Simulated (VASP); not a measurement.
PtS2, 3 atoms in the cell. The cell holds a slab with vacuum, 3 atoms: a = 3.543 Å, b = 3.543 Å, c = 15.519 Å, α = 90.00°, β = 90.00°, γ = 120.00°. 

```yaml
Program: VASP 6.6.1
Task: single point
Functional: PBE
Potentials_or_basis: VASP PAW PBE potentials, release 64 (Pt, S)
Cutoff: 520 eV
k_mesh: 24 × 24 × 1
Occupations: gaussian, width 0.05 eV
Spin: no spin polarisation
Dipole_correction: no
Further_INCAR_settings: ALGO = Normal; EDIFF = 1e-06; NBANDS = 18
```

Potentials or basis: VASP PAW PBE potentials, release 64 (Pt, S).

Run with:

```console
$ cat potpaw_PBE.64/Pt/POTCAR potpaw_PBE.64/S/POTCAR > POTCAR
$ mpirun -np 1 vasp_std > vasp.out
```

Hardware: 1 thread of Intel Xeon 8259CL, on a shared host.

How long does it take, and how much memory?

Wall time 5.3 min on 1 thread of Intel Xeon 8259CL (shared host), peak memory 0.4 GiB. Counts: scf iterations 15, k points 61.
